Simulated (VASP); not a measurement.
# Ti3O (P6_3/mcm) in VASP: single point with r2SCAN

Aim: the single point of Ti3O with r2SCAN.

All numbers are computed with VASP 6.6.1; they aren't measurements. Logs are shortened: lines on timing, memory, paths and dates and some standing lists are left out, and cuts for length are marked.

### Step 1. The cell of the first run

It takes space group P6_3/mcm (No. 193, hexagonal). The conventional cell has a = 5.315 Å, b = 5.315 Å, c = 4.971 Å, α = 90.00°, β = 90.00°, γ = 120.00°. Ti (site symmetry m2m) has 2 O at 2.12 Å within 2.8 Å. Within 2.8 Å of O (site symmetry -3m) lie 6 Ti at 2.12 Å and 2 O at 2.49 Å.

### Step 2. Single point, r2SCAN (15.20 Å³/atom)

The input, POSCAR:

```
Ti3O
1.0
    5.3153434438      0.0000000000      0.0000000000
   -2.6576717219      4.6032224522      0.0000000000
    0.0000000000      0.0000000000      4.9708601944
Ti O
6 2
Direct
    0.0000000000      0.6768889019      0.7500000000
    0.0000000000      0.3231110981      0.2500000000
    0.6768889019      0.0000000000      0.7500000000
    0.6768889019      0.6768889019      0.2500000000
    0.3231110981      0.3231110981      0.7500000000
    0.3231110981      0.0000000000      0.2500000000
    0.0000000000      0.0000000000      0.5000000000
    0.0000000000      0.0000000000      0.0000000000
```

The input, INCAR.step1:

```
SYSTEM = Ti3O
ALGO = Normal ; EDIFF = 1E-5
ENCUT = 660 ; GGA = PE
GGA_COMPAT = .FALSE. ; ISMEAR = 0
KPAR = 4 ; LASPH = .TRUE.
LCHARG = .FALSE. ; LREAL = .FALSE.
LWAVE = .TRUE. ; NBANDS = 52
NELM = 120 ; PREC = Accurate
SIGMA = 0.1
```

The input, INCAR.step2:

```
SYSTEM = Ti3O
ALGO = Normal ; EDIFF = 1E-6
ENCUT = 660 ; GGA_COMPAT = .FALSE.
ISIF = 2 ; ISMEAR = 0
ISTART = 1 ; KPAR = 4
LASPH = .TRUE. ; LCHARG = .TRUE.
LMIXTAU = .TRUE. ; LREAL = .FALSE.
LVHAR = .TRUE. ; LWAVE = .FALSE.
METAGGA = R2SCAN ; NBANDS = 52
NELM = 120 ; PREC = Accurate
SIGMA = 0.1
```

The input, KPOINTS:

```
k-points
0
G
  12 12 8
  0 0 0
```

Potentials or basis: VASP PAW PBE potentials, release 64 (Ti_sv, O).

Run with:

```sh
cat potpaw_PBE.64/Ti_sv/POTCAR potpaw_PBE.64/O/POTCAR > POTCAR
cp INCAR.step1 INCAR
mpirun -np 4 vasp_std > vasp.out
cp INCAR.step2 INCAR
mpirun -np 4 vasp_std > vasp.out
```

OUTCAR:

```text
SYSTEM = Ti3O
   EDIFF = 1E-6
   ENCUT = 660
   ISIF = 2
   ISMEAR = 0
   ISTART = 1
   LASPH = .TRUE.
   LREAL = .FALSE.
   METAGGA = R2SCAN
   NELM = 120
   PREC = Accurate

 ion  position               nearest neighbor table
   1  0.000  0.677  0.750-   7 2.12   8 2.12
   2  0.000  0.323  0.250-   7 2.12   8 2.12
   3  0.677  0.000  0.750-   7 2.12   8 2.12
   4  0.677  0.677  0.250-   7 2.12   8 2.12
   5  0.323  0.323  0.750-   7 2.12   8 2.12
   6  0.323  0.000  0.250-   7 2.12   8 2.12
   7  0.000  0.000  0.500-   3 2.12   6 2.12   1 2.12   4 2.12   5 2.12   2 2.12
   8  0.000  0.000  0.000-   3 2.12   6 2.12   1 2.12   4 2.12   5 2.12   2 2.12

  LATTYP: Found a hexagonal cell.
 ALAT       =     5.3153434438
 C/A-ratio  =     0.9351907825

  Lattice vectors:

 A1 = (   5.3153434438,   0.0000000000,   0.0000000000)
 A2 = (  -2.6576717219,   4.6032224522,   0.0000000000)
 A3 = (   0.0000000000,   0.0000000000,   4.9708601944)

Analysis of symmetry for initial positions (statically):
=====================================================================
 Subroutine PRICEL returns:
 Original cell was already a primitive cell.

 Routine SETGRP: Setting up the symmetry group for a
 hexagonal supercell.

 Subroutine GETGRP returns: Found 24 space group operations
 (whereof 12 operations were pure point group operations)
 out of a pool of 24 trial point group operations.

The static configuration has the point symmetry D_3d.
 The point group associated with its full space group is D_6h.

Analysis of symmetry for dynamics (positions and initial velocities):
=====================================================================
 Subroutine PRICEL returns:
 Original cell was already a primitive cell.

 Routine SETGRP: Setting up the symmetry group for a
 hexagonal supercell.

 Subroutine GETGRP returns: Found 24 space group operations
 (whereof 12 operations were pure point group operations)
 out of a pool of 24 trial point group operations.

The dynamic configuration has the point symmetry D_3d.
 The point group associated with its full space group is D_6h.

 Subroutine INISYM returns: Found 24 space group operations
 (whereof 12 operations are pure point group operations),
 and found     1 'primitive' translations

----------------------------------------------------------------------------------------

                                     Primitive cell

[... 101 lines left out ...]
   NELM   =    120;   NELMIN=  2; NELMDL=  0     # of ELM steps
   EDIFF  = 0.1E-05   stopping-criterion for ELM
   LREAL  =      F    real-space projection
[... 7 lines left out ...]
   TEBEG  =    0.0;   TEEND  =   0.0 temperature during run
   PSTRESS=    0.0 pullay stress
   NELECT =      84.0000    total number of electrons
   NUPDOWN=      -1.0000    fix difference up-down
   EMIN   =  10.00;   EMAX   =-10.00  energy-range for DOS
   EFERMI =   0.00;   METHOD = LEGACY
   ISMEAR =     0;   SIGMA  =   0.10  broadening in eV -4-tet -1-fermi 0-gaus
   EFERMI_NEDOS =   21; number of points for ismear=-14 and -15
   IALGO  =     38    algorithm
   IMIX   =      4    mixing-type and parameters
     AMIX     =   0.40;   BMIX     =  1.00
     AMIX_MAG =   1.60;   BMIX_MAG =  1.00
  volume/ion in A,a.u.               =      15.20       102.60
  Fermi-wavevector in a.u.,A,eV,Ry     =   1.447081  2.734587 28.491208  2.094045
  Thomas-Fermi vector in A             =   2.565077
   LORBIT       =      0    0 simple, 1 ext, 2 COOP (PROOUT), +10 PAW based schemes
   METAGGA = R2SCAN    functional components
   LHFCALC =     F    Hartree Fock is set to
   AEXX    =    0.0000 exact exchange contribution
   IVDW    =     0    specifies the selected vdW correction
   LEPSILON=     F    determine dielectric tensor
   LRPA    =     F    only Hartree local field effects (RPA)
 non-spin polarized calculation
 Gauss-broadening in eV      SIGMA  =   0.10
  energy-cutoff  :      660.00
  volume of cell :      121.63
 maximum number of plane-waves:      4728
 NGX is ok and might be reduce to    48
   NGX = 23   NGY = 23   NGZ = 21

 number of electron      83.9999989 magnetization

 Free energy of the ion-electron system (eV)
  ---------------------------------------------------
  ext. energy  EPLUGINS =         0.00000000
  ---------------------------------------------------
  free energy    TOTEN  =      -100.68507819 eV

  energy without entropy =     -100.66111198  energy(sigma->0) =     -100.67309508

 E-fermi :   8.1222     XC(G=0): -12.2480

 val. band max:        8.1181615939   @ k =   0.3333   0.3333   0.1250
 cond. band min:       8.1267158805   @ k =   0.1667   0.1667   0.1250
 fundamental gap:      0.0085542866
 Fermi energy:         8.1222293512

 k-point     1 :       0.0000    0.0000    0.0000
  band No.  band energies     occupation
      1     -51.6975      2.00000
      2     -51.6230      2.00000
      3     -51.6118      2.00000
      4     -51.6118      2.00000
      5     -51.6017      2.00000
      6     -51.6017      2.00000
[... 1309 lines left out ...]
     51       9.7327      0.00000
     52       9.9376      0.00000

 [... further k-points ...]

------------------------ aborting loop because EDIFF is reached ----------------------------------------

  FORCE on cell =-STRESS in cart. coord.  units (eV):
  Direction    XX          YY          ZZ          XY          YZ          ZX
  --------------------------------------------------------------------------------------
  -------------------------------------------------------------------------------------
  Total       -8.5578803     -8.5578803     -8.5254201      0.0000000      0.0000000     -0.0000000
  in kB     -112.7332294   -112.7332294   -112.3056296      0.0000000      0.0000000     -0.0000000
  external PRESSURE =    -112.5906962 kB  Pullay stress =       0.0000000 kB

 VOLUME and BASIS-vectors are now :
 -----------------------------------------------------------------------------
  energy-cutoff  :      660.00
  volume of cell :      121.63
      direct lattice vectors                 reciprocal lattice vectors
     5.315343444  0.000000000  0.000000000     0.188134598  0.108619561  0.000000000
    -2.657671722  4.603222452  0.000000000     0.000000000  0.217239121  0.000000000
     0.000000000  0.000000000  4.970860194     0.000000000  0.000000000  0.201172425

 POSITION                                       TOTAL-FORCE (eV/Angst)
 -----------------------------------------------------------------------------------
     -1.79895      3.11587      3.72815         0.051124     -0.088550      0.000000
     -0.85872      1.48735      1.24272        -0.051124      0.088550      0.000000
      3.59790      0.00000      3.72815        -0.102248      0.000000      0.000000
      1.79895      3.11587      1.24272        -0.051124     -0.088550     -0.000000
      0.85872      1.48735      3.72815         0.051124      0.088550     -0.000000
      1.71745      0.00000      1.24272         0.102248      0.000000     -0.000000
      0.00000      0.00000      2.48543         0.000000      0.000000      0.000000
      0.00000      0.00000      0.00000         0.000000      0.000000      0.000000
 -----------------------------------------------------------------------------------
    total drift:                               -0.000000      0.000000      0.000000

  FREE ENERGIE OF THE ION-ELECTRON SYSTEM (eV)
  ---------------------------------------------------
  free  energy   TOTEN  =      -100.6850781893 eV

  energy  without entropy=     -100.6611119807  energy(sigma->0) =     -100.67309508
```

Run time: 11 min. Hardware: 4 MPI ranks of Intel Xeon Platinum 8488C (Sapphire Rapids), shared host; peak memory 0.77 GiB.

Results:

```
Free energy            : -100.6851 eV
Pressure               : -11.3 GPa
Largest force          : 0.102 eV/Å
Band gap on the k mesh : zero (bands 42 and 43 overlap by 0.73 eV)
```

Forces in eV/Å, atoms in the order of the input:
```
Ti   0.051 -0.089  0.000
Ti  -0.051  0.089  0.000
Ti  -0.102  0.000  0.000
Ti  -0.051 -0.089  0.000
Ti   0.051  0.089  0.000
Ti   0.102  0.000  0.000
O    0.000  0.000  0.000
O    0.000  0.000  0.000
```

Levels at points of the mesh, in eV from the Fermi level:
| k point | band 38 | band 39 | band 40 | band 41 | band 42 | band 43 | band 44 | band 45 | band 46 | band 47 |
| --- | --- | --- | --- | --- | --- | --- | --- | --- | --- | --- |
| (0.00, 0.00, 0.00) | -1.28 | -0.85 | -0.85 | -0.81 | -0.21 | -0.21 | 0.21 | 0.71 | 0.71 | 1.14 |
| (0.50, 0.00, 0.00) | -1.60 | -1.28 | -1.02 | -0.83 | 0.19 | 0.48 | 0.54 | 0.63 | 0.77 | 0.91 |
| (0.00, 0.00, 0.50) | -0.95 | -0.95 | -0.95 | -0.20 | -0.20 | -0.20 | -0.20 | -0.06 | -0.06 | 1.34 |
| (0.50, 0.00, 0.50) | -1.09 | -0.79 | -0.79 | -0.78 | -0.78 | 0.01 | 0.01 | 0.56 | 0.56 | 0.71 |

Caveat: the cell stands under tension; the PAW data sets were made with another functional, which shifts forces and pressure a little.
